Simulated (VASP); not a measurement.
Wanted: the native input for a VASP 6.6.1 run.

* Task: single point
* Functional: PBE
* Potentials or basis: VASP PAW PBE potentials, release 64 (Zn)
* Cutoff: 520 eV
* k mesh: 18 × 18 × 18
* Occupations: gaussian, width 0.1 eV
* Spin: no spin polarisation
* Dipole correction: no
* Further INCAR settings: ALGO = Normal; EDIFF = 1e-06; NBANDS = 12

The structure of Zn lies in POSCAR:

```
Zn
1.0
   -1.5501787784      1.5501787784      1.5501787784
    1.5501787784     -1.5501787784      1.5501787784
    1.5501787784      1.5501787784     -1.5501787784
Zn
1
Direct
    0.0000000000      0.0000000000      0.0000000000
```

This cell differs from its parent crystal: volume scaled by 0.97.

One way to write it, as run:

INCAR

```
SYSTEM = Zn
PREC = Accurate
ENCUT = 520
EDIFF = 1E-6
ISMEAR = 0
SIGMA = 0.1
LREAL = .FALSE.
LASPH = .TRUE.
NELM = 80
ALGO = Normal
ISIF = 2
LWAVE = .FALSE.
LCHARG = .FALSE.
GGA = PE
NBANDS = 12
```

KPOINTS

```
regular mesh
0
G
  18 18 18
  0 0 0
```

Potentials or basis: VASP PAW PBE potentials, release 64 (Zn).

Run with:

```console
$ cat potpaw_PBE.64/Zn/POTCAR > POTCAR
$ mpirun -np 1 vasp_std > vasp.out
```

It gave:

```json
{
  "Pressure": "2.6 GPa",
  "Band gap on the k mesh": "zero (band 6 reaches 7.60 eV, above the bottom of band 7 at 2.42 eV)"
}
```

Wall time 15 s on 1 thread of Intel Xeon 6975P-C (shared host), peak memory 0.14 GiB.
